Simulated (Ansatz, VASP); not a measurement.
# Pd: VASP beside Ansatz

Contents of INCAR:

```
SYSTEM = Pd
ALGO     = Normal         ! electronic algorithm
EDIFF    = 1E-6           ! SCF threshold, eV
ENCUT    = 520            ! plane-wave cutoff, eV
GGA      = PE             ! functional
ISIF     = 2              ! what is computed and relaxed
ISMEAR   = -1             ! smearing method
LASPH    = .TRUE.         ! aspherical terms in the spheres
LCHARG   = .FALSE.        ! write CHGCAR
LREAL    = .FALSE.        ! projectors in reciprocal space
LWAVE    = .FALSE.        ! write WAVECAR
NBANDS   = 11             ! bands
NELM     = 100            ! most SCF steps
PREC     = Accurate       ! precision mode
SIGMA    = 0.1            ! smearing width, eV
```

File KPOINTS:

```
k-points
0
G
  20 20 20
  0 0 0
```

POSCAR

```
Pd
1.0
    0.0000000000      1.9734737307      1.9734737307
    1.9734737307      0.0000000000      1.9734737307
    1.9734737307      1.9734737307      0.0000000000
Pd
1
Direct
    0.0000000000      0.0000000000      0.0000000000
```

Input for Ansatz:

```yaml
crystal:
  lattice:
    - [0.0, 1.9734737307, 1.9734737307]
    - [1.9734737307, 0.0, 1.9734737307]
    - [1.9734737307, 1.9734737307, 0.0]
  atoms:
    - { symbol: Pd, position: [0.0, 0.0, 0.0] }
hamiltonian:
  xc: pbe
  pseudopotentials:
    kind: paw
    azcp:
      Pd: "pseudopotentials/Pd.paw.azcp"
basis:
  ecutwfc: 420
  fft_grid_basis: typed
kpoints:
  mp_grid: { grid: [20, 20, 20], shift: [0, 0, 0] }
magnetization:
  spin_polarized: false
scf:
  occupations: { method: fermi_dirac, width: 0.1 }
  lower_state_search: "off"
output:
  stress: true
  write_density: true
  write_potential: true
  elf: true
  volumetric_format: npy
```

Alike in both runs: task single point; functional PBE; k mesh 20 × 20 × 20; occupations fermi-dirac, width 0.1 eV; no spin polarisation.

|  | VASP | Ansatz |
| --- | --- | --- |
| version | VASP 6.6.1 | Ansatz 0.2.0 |
| potentials or method | VASP PAW PBE potentials, release 64 (Pd), cutoff 520 eV | plane waves (420 eV) with PAW, scalar-relativistic |
| valence electrons in the cell | 10 | 18 |

```csv
,VASP,Ansatz,Ansatz less VASP
pressure (GPa),-0.5,-0.2,+0.28
```

The functional is the same, so the differences come from potentials, cutoffs and numerics. VASP's potentials hold 10 valence electrons a cell and Ansatz's 18, so a difference there can come from the potentials and not from the codes.
